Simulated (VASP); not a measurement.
Input of a VASP 6.6.1 run:

INCAR

```
ALGO = Normal
EDIFF = 1E-7
ENCUT = 520
GGA = PS
ISIF = 2
ISMEAR = 0
LASPH = True
LCHARG = False
LREAL = False
LWAVE = False
NBANDS = 13
NELM = 80
PREC = Accurate
SIGMA = 0.05
```

File KPOINTS:

```
k-points
0
Gamma
  10 10 10
```

File POSCAR:

```
W
1.0
   -1.5775395065      1.5775395065      1.5775395065
    1.5775395065     -1.5775395065      1.5775395065
    1.5775395065      1.5775395065     -1.5775395065
W
1
Direct
    0.0000000000      0.0000000000      0.0000000000
```

Potentials or basis: VASP PAW PBE potentials, release 64 (W_sv).

Launch:

```bash
$ cat potpaw_PBE.64/W_sv/POTCAR > POTCAR
$ mpirun -np 1 vasp_std > vasp.out
```

Q: Estimate the pressure.

A: 0.6 GPa.

Q: Estimate the band gap on the k mesh.

A: Zero (band 7 reaches 16.64 eV, above the bottom of band 8 at 10.15 eV).

Caveat: the PAW data sets were made with another functional, which shifts forces and pressure a little; spin-orbit coupling is left out, which moves the levels of the heavy elements.
